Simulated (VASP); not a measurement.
# HfN (Fm-3m) in VASP: further runs

The runs below take HfN through single point, with PBE+D3(BJ), LDA, PBEsol+D3(BJ).

All numbers are computed with VASP 6.6.1; they aren't measurements. Logs are shortened: lines on timing, memory, paths and dates and some standing lists are left out, and cuts for length are marked.

### 1 The cell of the first run

Symmetry: Fm-3m, No. 225, cubic system. Conventional cell: a = 4.517 Å, b = 4.517 Å, c = 4.517 Å, α = 90.00°, β = 90.00°, γ = 90.00°. Hf (site symmetry m-3m) has 6 N at 2.26 Å within 3.0 Å. N (site symmetry m-3m) has 6 Hf at 2.26 Å within 3.0 Å.

### 2 Single point, PBE+D3(BJ)

The input, INCAR:

```
SYSTEM = HfN
PREC     = Accurate       ! precision mode
ENCUT    = 520            ! plane-wave cutoff, eV
EDIFF    = 1E-6           ! SCF threshold, eV
ISMEAR   = 0              ! smearing method
SIGMA    = 0.05           ! smearing width, eV
LREAL    = .FALSE.        ! projectors in reciprocal space
LASPH    = .TRUE.         ! aspherical terms in the spheres
NELM     = 100            ! most SCF steps
ALGO     = Normal         ! electronic algorithm
ISIF     = 2              ! what is computed and relaxed
LWAVE    = .FALSE.        ! write WAVECAR
LCHARG   = .FALSE.        ! write CHGCAR
GGA      = PE             ! functional
IVDW     = 12             ! dispersion correction
NBANDS   = 14             ! bands
```

The input, KPOINTS:

```
regular mesh
0
G
  10 10 10
  0 0 0
```

The input, POSCAR:

```
HfN
1.0
    0.0000000000      2.2584837550      2.2584837550
    2.2584837550      0.0000000000      2.2584837550
    2.2584837550      2.2584837550      0.0000000000
Hf N
1 1
Direct
    0.5000000000      0.5000000000      0.5000000000
    0.0000000000      0.0000000000      0.0000000000
```

Potentials or basis: VASP PAW PBE potentials, release 64 (Hf_pv, N).

Command:

```bash
cat potpaw_PBE.64/Hf_pv/POTCAR potpaw_PBE.64/N/POTCAR > POTCAR
mpirun -np 1 vasp_std > vasp.out
```

OUTCAR:

```text
SYSTEM = HfN
   PREC = Accurate
   ENCUT = 520
   EDIFF = 1E-6
   ISMEAR = 0
   LREAL = .FALSE.
   LASPH = .TRUE.
   NELM = 100
   ISIF = 2
   GGA = PE
   IVDW = 12
 IVDW          = 12

 ion  position               nearest neighbor table
   1  0.500  0.500  0.500-   2 2.26   2 2.26   2 2.26   2 2.26   2 2.26   2 2.26
   2  0.000  0.000  0.000-   1 2.26   1 2.26   1 2.26   1 2.26   1 2.26   1 2.26

  LATTYP: Found a face centered cubic cell.
 ALAT       =     4.5169675100

  Lattice vectors:

 A1 = (   0.0000000000,   2.2584837550,   2.2584837550)
 A2 = (   2.2584837550,   0.0000000000,   2.2584837550)
 A3 = (   2.2584837550,   2.2584837550,   0.0000000000)

Analysis of symmetry for initial positions (statically):
=====================================================================
 Subroutine PRICEL returns:
 Original cell was already a primitive cell.

 Routine SETGRP: Setting up the symmetry group for a
 face centered cubic supercell.

 Subroutine GETGRP returns: Found 48 space group operations
 (whereof 48 operations were pure point group operations)
 out of a pool of 48 trial point group operations.

The static configuration has the point symmetry O_h .

Analysis of symmetry for dynamics (positions and initial velocities):
=====================================================================
 Subroutine PRICEL returns:
 Original cell was already a primitive cell.

 Routine SETGRP: Setting up the symmetry group for a
 face centered cubic supercell.

 Subroutine GETGRP returns: Found 48 space group operations
 (whereof 48 operations were pure point group operations)
 out of a pool of 48 trial point group operations.

The dynamic configuration has the point symmetry O_h .

 Subroutine INISYM returns: Found 48 space group operations
 (whereof 48 operations are pure point group operations),
 and found     1 'primitive' translations

----------------------------------------------------------------------------------------

                                     Primitive cell

  volume of cell :      23.0399

  direct lattice vectors                    reciprocal lattice vectors
     0.000000000  2.258483755  2.258483755    -0.221387468  0.221387468  0.221387468
     2.258483755  0.000000000  2.258483755     0.221387468 -0.221387468  0.221387468
     2.258483755  2.258483755  0.000000000     0.221387468  0.221387468 -0.221387468

  length of vectors
     3.193978357  3.193978357  3.193978357     0.383454343  0.383454343  0.383454343

  position of ions in fractional coordinates (direct lattice)
     0.500000000  0.500000000  0.500000000
     0.000000000  0.000000000  0.000000000

  ion indices of the primitive-cell ions
[... 88 lines left out ...]
   EMIN   =  10.00;   EMAX   =-10.00  energy-range for DOS
   EFERMI =   0.00;   METHOD = LEGACY
   ISMEAR =     0;   SIGMA  =   0.05  broadening in eV -4-tet -1-fermi 0-gaus
   EFERMI_NEDOS =   21; number of points for ismear=-14 and -15
   IALGO  =     38    algorithm
   IMIX   =      4    mixing-type and parameters
     AMIX     =   0.40;   BMIX     =  1.00
     AMIX_MAG =   1.60;   BMIX_MAG =  1.00
  volume/ion in A,a.u.               =      11.52        77.74
  Fermi-wavevector in a.u.,A,eV,Ry     =   1.418878  2.681290 27.391436  2.013214
  Thomas-Fermi vector in A             =   2.539957
   LORBIT       =      0    0 simple, 1 ext, 2 COOP (PROOUT), +10 PAW based schemes
   GGA     = PE    functional components
   LHFCALC =     F    Hartree Fock is set to
   AEXX    =    0.0000 exact exchange contribution
   IVDW    =    12    specifies the selected vdW correction
   LEPSILON=     F    determine dielectric tensor
   LRPA    =     F    only Hartree local field effects (RPA)
 non-spin polarized calculation
 Gauss-broadening in eV      SIGMA  =   0.05
  energy-cutoff  :      520.00
  volume of cell :       23.04
 maximum number of plane-waves:       636
   NGX = 11   NGY = 11   NGZ = 11

 number of electron      15.0000000 magnetization

 Free energy of the ion-electron system (eV)
  ---------------------------------------------------
  ext. energy  EPLUGINS =         0.00000000
  ---------------------------------------------------
  free energy    TOTEN  =       -21.74744641 eV

  energy without entropy =      -21.74633668  energy(sigma->0) =      -21.74689154

 E-fermi :   8.4265     XC(G=0): -12.7358

 val. band max:        8.3853479287   @ k =  -0.4000   0.3000   0.0000
 cond. band min:       8.4410923852   @ k =  -0.1000   0.1000   0.0000
 fundamental gap:      0.0557444565
 Fermi energy:         8.4265230051

 k-point     1 :       0.0000    0.0000    0.0000
  band No.  band energies     occupation
      1     -22.7529      2.00000
      2     -22.7529      2.00000
      3     -22.7529      2.00000
      4      -9.1278      2.00000
      5       5.3560      2.00000
      6       5.3560      2.00000
      7       5.3560      2.00000
      8       8.0466      2.00000
      9       8.0466      2.00000
     10       8.0466      2.00000
     11      10.1922      0.00000
     12      10.3645      0.00000
     13      10.3645      0.00000
     14      17.9590      0.00000
[... 377 lines left out ...]
      1     -23.4271      2.00000
      2     -23.0168      2.00000
      3     -22.9878      2.00000
      4      -7.7331      2.00000
      5       1.7827      2.00000
      6       3.7733      2.00000
      7       4.2548      2.00000
      8       5.9171      2.00000
      9      12.4811      0.00000
     10      12.9671      0.00000
     11      13.1420      0.00000
     12      13.2087      0.00000
     13      17.5456      0.00000
     14      19.7361      0.00000

 [... further k-points ...]

------------------------ aborting loop because EDIFF is reached ----------------------------------------

 Edisp (eV)   -0.77294

 E8    (eV) :    -0.3626

  FORCE on cell =-STRESS in cart. coord.  units (eV):
  Direction    XX          YY          ZZ          XY          YZ          ZX
  --------------------------------------------------------------------------------------
  -------------------------------------------------------------------------------------
  Total      -0.34273    -0.34273    -0.34273     0.00000     0.00000     0.00000
  in kB     -23.83335   -23.83335   -23.83335     0.00000     0.00000     0.00000
  external pressure =      -23.83 kB  Pullay stress =        0.00 kB

 VOLUME and BASIS-vectors are now :
 -----------------------------------------------------------------------------
  energy-cutoff  :      520.00
  volume of cell :       23.04
      direct lattice vectors                 reciprocal lattice vectors
     0.000000000  2.258483755  2.258483755    -0.221387468  0.221387468  0.221387468
     2.258483755  0.000000000  2.258483755     0.221387468 -0.221387468  0.221387468
     2.258483755  2.258483755  0.000000000     0.221387468  0.221387468 -0.221387468

 POSITION                                       TOTAL-FORCE (eV/Angst)
 -----------------------------------------------------------------------------------
      2.25848      2.25848      2.25848        -0.000000     -0.000000      0.000000
      0.00000      0.00000      0.00000         0.000000      0.000000     -0.000000
 -----------------------------------------------------------------------------------
    total drift:                                0.000000     -0.000000     -0.000000

  FREE ENERGIE OF THE ION-ELECTRON SYSTEM (eV)
  ---------------------------------------------------
  free  energy   TOTEN  =       -22.5203845725 eV

  energy  without entropy=      -22.5192748450  energy(sigma->0) =      -22.51982971
```

OSZICAR:

```text
N       E                     dE             d eps       ncg     rms          rms(c)
DAV:   1     0.311180105401E+02    0.31118E+02   -0.78166E+03  1316   0.103E+03
DAV:   2    -0.229590579103E+02   -0.54077E+02   -0.50321E+02  1718   0.228E+02
DAV:   3    -0.247489247646E+02   -0.17899E+01   -0.17841E+01  1538   0.323E+01
DAV:   4    -0.247556071114E+02   -0.66823E-02   -0.66816E-02  1570   0.227E+00
DAV:   5    -0.247556514601E+02   -0.44349E-04   -0.44349E-04  1550   0.159E-01    0.491E+01
DAV:   6    -0.218538151386E+02    0.29018E+01   -0.82518E+00  1430   0.221E+01    0.417E+01
DAV:   7    -0.217751106664E+02    0.78704E-01   -0.45651E-01  1652   0.603E+00    0.266E+01
DAV:   8    -0.217528236504E+02    0.22287E-01   -0.10513E-01  1514   0.284E+00    0.605E+00
DAV:   9    -0.217475130667E+02    0.53106E-02   -0.13335E-02  1544   0.952E-01    0.194E+00
DAV:  10    -0.217474773279E+02    0.35739E-04   -0.86377E-04  1754   0.283E-01    0.431E-01
DAV:  11    -0.217474483156E+02    0.29012E-04   -0.60304E-05  1652   0.764E-02    0.108E-01
DAV:  12    -0.217474465410E+02    0.17746E-05   -0.69018E-06  1738   0.222E-02    0.126E-02
DAV:  13    -0.217474464072E+02    0.13383E-06   -0.15648E-07   826   0.406E-03
   1 F= -.22520385E+02 E0= -.22519830E+02  d E =-.110973E-02
```

stdout:

```text
POSCAR found type information on POSCAR HfN
 POSCAR found :  2 types and       2 ions
 scaLAPACK will be used
 LDA part: xc-table for (Slater+PW92), standard interpolation
 POSCAR, INCAR and KPOINTS ok, starting setup
 FFT: planning ... GRIDC
 FFT: planning ... GRID_SOFT
 FFT: planning ... GRID
 WAVECAR not read
 entering main loop
```

Run time: 20 s. Hardware: 1 thread of Intel Xeon 8259CL, shared host; peak memory 0.16 GiB.

What came out:

- Free energy: -22.5204 eV
- Pressure: -2.4 GPa
- Dispersion energy per atom: -0.386 eV

Levels at points of the mesh, in eV from the Fermi level:
```tsv
k point	band 5	band 6	band 7	band 8	band 9	band 10	band 11	band 12
(0.00, 0.00, 0.00)	-3.07	-3.07	-3.07	-0.38	-0.38	-0.38	1.77	1.94
(0.50, 0.00, 0.00)	-8.93	-6.23	-6.23	3.24	3.68	3.68	4.40	8.81
(0.50, 0.50, 0.00)	-5.45	-3.85	-3.74	-3.74	4.07	5.50	5.50	5.56
```

Caveat: spin-orbit coupling is left out, which moves the levels of the heavy elements; pairwise dispersion overbinds metals, which lowers pressure and volume.

### 3 Single point, PBE+D3(BJ) (volume scaled by 1.02)

The input, INCAR:

```
ALGO = Normal
EDIFF = 1E-6
ENCUT = 520
GGA = PE
ISIF = 2
ISMEAR = 0
IVDW = 12
LASPH = T
LCHARG = T
LELF = T
LREAL = F
LVHAR = T
LWAVE = F
NBANDS = 14
NELM = 100
PREC = Accurate
SIGMA = 0.05
```

The input, KPOINTS:

```
k-points
0
Gamma
  10 10 10
```

The input, POSCAR:

```
HfN
1.0
    0.0000000000      2.2734410370      2.2734410370
    2.2734410370      0.0000000000      2.2734410370
    2.2734410370      2.2734410370      0.0000000000
Hf N
1 1
Direct
    0.5000000000      0.5000000000      0.5000000000
    0.0000000000      0.0000000000      0.0000000000
```

Potentials or basis: VASP PAW PBE potentials, release 64 (Hf_pv, N).

Command:

```bash
cat potpaw_PBE.64/Hf_pv/POTCAR potpaw_PBE.64/N/POTCAR > POTCAR
mpirun -np 1 vasp_std > vasp.out
```

Wall time 22 s (1 thread of Intel Xeon 8259CL, shared host); peak memory 0.16 GiB.

The run converged. Its results:

```
Free energy                : -22.5063 eV
Pressure                   : -7.6 GPa
Dispersion energy per atom : -0.379 eV
```

Levels at points of the mesh, in eV from the Fermi level:
```tsv
k point	band 5	band 6	band 7	band 8	band 9	band 10	band 11	band 12
(0.00, 0.00, 0.00)	-3.04	-3.04	-3.04	-0.37	-0.37	-0.37	1.58	1.89
(0.50, 0.00, 0.00)	-8.81	-6.12	-6.12	3.16	3.58	3.58	4.29	8.57
(0.50, 0.50, 0.00)	-5.45	-3.76	-3.72	-3.72	3.97	5.33	5.35	5.35
```

Caveat: the cell differs from its parent crystal (volume scaled by 1.02); spin-orbit coupling is left out, which moves the levels of the heavy elements; pairwise dispersion overbinds metals, which lowers pressure and volume.

### 4 Single point, LDA

This run uses another cell than the first one, of 10.81 Å³/atom, 0.938 times its volume.

The input, INCAR:

```
PREC     = Accurate       # precision mode
ENCUT    = 520            # plane-wave cutoff, eV
EDIFF    = 1E-7           # SCF threshold, eV
ISMEAR   = 0              # smearing method
SIGMA    = 0.05           # smearing width, eV
LREAL    = False          # projectors in reciprocal space
LASPH    = True           # aspherical terms in the spheres
NELM     = 80             # most SCF steps
ALGO     = Normal         # electronic algorithm
ISIF     = 2              # what is computed and relaxed
LWAVE    = False          # write WAVECAR
LCHARG   = True           # write CHGCAR
LELF     = True           # ELF
LVHAR    = True         
NBANDS   = 14             # bands
```

The input, KPOINTS:

```
Automatic mesh
0
Gamma
  10 10 10
```

The input, POSCAR:

```
HfN
1.0
    0.0000000000      2.2109732404      2.2109732404
    2.2109732404      0.0000000000      2.2109732404
    2.2109732404      2.2109732404      0.0000000000
Hf N
1 1
Direct
    0.5000000000      0.5000000000      0.5000000000
    0.0000000000      0.0000000000      0.0000000000
```

Potentials or basis: VASP PAW LDA potentials, release 64 (Hf_pv, N).

Command:

```bash
cat potpaw_LDA.64/Hf_pv/POTCAR potpaw_LDA.64/N/POTCAR > POTCAR
mpirun -np 1 vasp_std > vasp.out
```

Wall time 8.8 s (1 thread of Intel Xeon 6975P-C, shared host); peak memory 0.14 GiB.

It converged, with:

```
Free energy : -23.8467 eV
Pressure    : 8.9 GPa
```

Levels at points of the mesh, in eV from the Fermi level:
```tsv
k point	band 6	band 7	band 8	band 9	band 10	band 11
(0.00, 0.00, 0.00)	-3.06	-3.06	-0.46	-0.46	-0.46	2.04
(0.50, 0.00, 0.00)	-6.52	-6.52	3.55	3.98	3.98	4.88
(0.50, 0.50, 0.00)	-4.15	-3.66	-3.66	4.38	5.99	5.99
```

Caveat: spin-orbit coupling is left out, which moves the levels of the heavy elements.

### 5 Single point, LDA (volume scaled by 0.96)

The input, INCAR:

```
  PREC = Accurate
  ENCUT = 520
  EDIFF = 1E-6
  ISMEAR = 0
  SIGMA = 0.05
  LREAL = False
  LASPH = True
  NELM = 80
  ALGO = Normal
  ISIF = 2
  LWAVE = False
  LCHARG = False
  GGA = CA
  NBANDS = 14
```

KPOINTS is that of step 4.

The input, POSCAR:

```
HfN
1.0
    0.0000000000      2.2037168121      2.2037168121
    2.2037168121      0.0000000000      2.2037168121
    2.2037168121      2.2037168121      0.0000000000
Hf N
1 1
Direct
    0.5000000000      0.5000000000      0.5000000000
    0.0000000000      0.0000000000      0.0000000000
```

Command:

```bash
cat potpaw_LDA.64/Hf_pv/POTCAR potpaw_LDA.64/N/POTCAR > POTCAR
mpirun -np 1 vasp_std > vasp.out
```

Run time: 9.9 s. Hardware: 1 thread of Intel Xeon 6975P-C, shared host; peak memory 0.14 GiB.

Results (log left out):

| Quantity | Value |
| --- | --- |
| Free energy | -23.8325 eV |
| Pressure | 12.4 GPa |

Levels at points of the mesh, in eV from the Fermi level:
```tsv
k point	band 5	band 6	band 7	band 8	band 9	band 10	band 11	band 12
(0.00, 0.00, 0.00)	-3.07	-3.07	-3.07	-0.46	-0.46	-0.46	2.07	2.07
(0.50, 0.00, 0.00)	-9.30	-6.57	-6.57	3.60	4.03	4.03	4.94	9.72
(0.50, 0.50, 0.00)	-5.27	-4.20	-3.66	-3.66	4.44	6.07	6.07	6.58
```

Caveat: the cell differs from its parent crystal (volume scaled by 0.96); spin-orbit coupling is left out, which moves the levels of the heavy elements.

### 6 Single point, PBEsol+D3(BJ)

This run uses another cell than the first one, of 10.88 Å³/atom, 0.944 times its volume.

The input, INCAR:

```
PREC = Accurate
ENCUT = 520
EDIFF = 1E-6
ISMEAR = 0
SIGMA = 0.05
LREAL = F
LASPH = T
NELM = 100
ALGO = Normal
ISIF = 2
LWAVE = F
LCHARG = F
GGA = PS
IVDW = 12
NBANDS = 14
```

KPOINTS is that of step 5.

The input, POSCAR:

```
HfN
1.0
    0.0000000000      2.2156672423      2.2156672423
    2.2156672423      0.0000000000      2.2156672423
    2.2156672423      2.2156672423      0.0000000000
Hf N
1 1
Direct
    0.5000000000      0.5000000000      0.5000000000
    0.0000000000      0.0000000000      0.0000000000
```

Potentials or basis: VASP PAW PBE potentials, release 64 (Hf_pv, N).

Command:

```bash
cat potpaw_PBE.64/Hf_pv/POTCAR potpaw_PBE.64/N/POTCAR > POTCAR
mpirun -np 1 vasp_std > vasp.out
```

It took 12 s on 1 thread of Intel Xeon 6975P-C, shared host; peak memory 0.16 GiB.

Results (log left out):

```
Free energy                : -23.7753 eV
Pressure                   : 6.5 GPa
Dispersion energy per atom : -0.412 eV
```

Levels at points of the mesh, in eV from the Fermi level:
| k point | band 5 | band 6 | band 7 | band 8 | band 9 | band 10 | band 11 | band 12 |
| --- | --- | --- | --- | --- | --- | --- | --- | --- |
| (0.00, 0.00, 0.00) | -3.08 | -3.08 | -3.08 | -0.43 | -0.43 | -0.43 | 2.06 | 2.06 |
| (0.50, 0.00, 0.00) | -9.28 | -6.51 | -6.51 | 3.54 | 3.99 | 3.99 | 4.69 | 9.57 |
| (0.50, 0.50, 0.00) | -5.39 | -4.14 | -3.71 | -3.71 | 4.39 | 5.99 | 5.99 | 6.30 |

Caveat: the PAW data sets were made with another functional, which shifts forces and pressure a little; spin-orbit coupling is left out, which moves the levels of the heavy elements; pairwise dispersion overbinds metals, which lowers pressure and volume.

### 7 Summary

```tsv
level	potentials or basis	cell	gap on the mesh (eV)	pressure (GPa)
PBE+D3(BJ)	VASP PAW PBE potentials, release 64 (Hf_pv, N)	a = 3.194 Å, angles 60.0°, 2 atoms	none	-2.4
PBE+D3(BJ)	VASP PAW PBE potentials, release 64 (Hf_pv, N)	a = 3.215 Å, angles 60.0°, 2 atoms	none	-7.6
LDA	VASP PAW LDA potentials, release 64 (Hf_pv, N)	a = 3.127 Å, angles 60.0°, 2 atoms	none	8.9
LDA	VASP PAW LDA potentials, release 64 (Hf_pv, N)	a = 3.117 Å, angles 60.0°, 2 atoms	none	12.4
PBEsol+D3(BJ)	VASP PAW PBE potentials, release 64 (Hf_pv, N)	a = 3.133 Å, angles 60.0°, 2 atoms	none	6.5
```

Alike in all rows: task single point; no spin polarisation; k mesh 10 × 10 × 10; cutoff (eV) 520; smearing gaussian 0.05 eV.

Caveats: spin-orbit coupling is left out, which moves the levels of the heavy elements; pairwise dispersion overbinds metals, which lowers pressure and volume (some runs); the PAW data sets were made with another functional, which shifts forces and pressure a little (some runs).

Total energies depend on the potentials used, so only differences within one code and one set of settings carry meaning.
